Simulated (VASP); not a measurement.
PbSe: single point with PBE

PbSe:

```
Pb Se
1.0
     4.26722    0.00000    0.00000
    -2.13361    3.69552    0.00000
     0.00000    0.00000    7.92769
Pb Se
2 2
Direct
  0.66667 0.33333 0.22786
  0.33333 0.66667 0.72786
  0.00000 0.00000 0.52199
  0.00000 0.00000 0.02199
```

The cell was generated, and may not be a known phase.

```json
{"Program": "VASP 6.6.1", "Task": "single point", "Functional": "PBE", "Potentials or basis": "VASP PAW PBE potentials, release 64 (Pb_d, Se)", "Cutoff": "520 eV", "k mesh": "6 × 6 × 2", "Occupations": "gaussian, width 0.1 eV", "Spin": "no spin polarisation"}
```

```yaml
Pressure: 0.0 GPa
Largest_force: 0.043 eV/Å
Band_gap_on_the_k_mesh: 0.72 eV (least direct gap 0.73 eV)
```

Forces on the atoms (eV/Å):
```
Pb   0.000  0.000 -0.043
Pb   0.000  0.000 -0.043
Se   0.000  0.000  0.043
Se   0.000  0.000  0.043
```

Stress tensor (GPa, compression positive):
```
-0.09  0.00  0.00
 0.00 -0.09  0.00
 0.00  0.00  0.22
```

Levels at points of the mesh, in eV from the valence-band top:
```tsv
k point	band 16	band 17	band 18	band 19	band 20	band 21	band 22	band 23	band 24	band 25
(0.00, 0.00, 0.00)	-1.09	-1.09	-0.57	-0.57	0.00	1.68	2.88	2.88	4.07	4.61
(0.50, 0.00, 0.00)	-3.11	-2.15	-1.08	-0.67	-0.01	0.72	1.95	2.62	4.37	5.02
(0.00, 0.00, 0.50)	-0.86	-0.86	-0.86	-0.86	-0.86	3.13	3.13	3.65	3.65	3.65
(0.50, 0.00, 0.50)	-2.83	-1.71	-1.71	-1.58	-1.58	2.34	2.34	4.00	4.00	4.33
```

It took 43 s on 1 thread of Intel Xeon 8259CL, on a shared host, peak memory 0.25 GiB.

Caveat: spin-orbit coupling is left out, which moves the levels of the heavy elements. A k mesh can miss the band edges.
